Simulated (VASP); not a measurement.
## Eu: single point with PBE

Crystal: Eu.

```
Eu
1.0
     0.00000    2.78930    2.78930
     2.78930    0.00000    2.78930
     2.78930    2.78930    0.00000
Eu
1
Direct
  0.00000 0.00000 0.00000
```

This isn't the form of Eu at room conditions, which is bcc.

* Program: VASP 6.6.1
* Task: single point
* Functional: PBE
* Potentials or basis: VASP PAW PBE potentials, release 64 (Eu)
* Cutoff: 520 eV
* k mesh: 8 × 8 × 8
* Occupations: fermi-dirac, width 0.05 eV
* Spin: collinear spin, ferromagnetic start
* Starting moments: [7.2] μB

```
Pressure                                              : -0.9 GPa
Net moment                                            : 7.52 μB per cell
Site moments                                          : Eu +6.73 μB
Valence electrons inside the program's atomic spheres : Eu 14.73
```

Levels at points of the mesh, in eV from the Fermi level:
Spin up:
```tsv
k point	band 9	band 10	band 11	band 12	band 13	band 14	band 15	band 16
(0.00, 0.00, 0.00)	-0.45	-0.35	-0.35	-0.35	1.76	1.76	1.76	3.62
(0.50, 0.00, 0.00)	-0.43	-0.34	-0.34	-0.34	0.53	1.62	1.62	4.97
(0.50, 0.50, 0.00)	-0.47	-0.45	-0.36	-0.36	-0.34	1.74	5.00	5.35
```
Spin down:
```
           k point  band 3  band 4  band 5  band 6  band 7  band 8
(0.00, 0.00, 0.00)  -17.83  -17.83   -3.40    2.92    2.92    2.92
(0.50, 0.00, 0.00)  -17.89  -17.89   -0.77    1.44    2.69    2.69
(0.50, 0.50, 0.00)  -18.01  -18.01   -0.59    0.49    2.71    4.17
```

Wall time 110 s on 1 thread of Intel Xeon 8259CL, on a shared host, peak memory 0.22 GiB.

Caveat: spin-orbit coupling is left out, which moves the levels of the heavy elements; semilocal functionals describe open f shells poorly, which spoils levels, moments and volumes. The state reached can hang on the start; a lower one may exist.
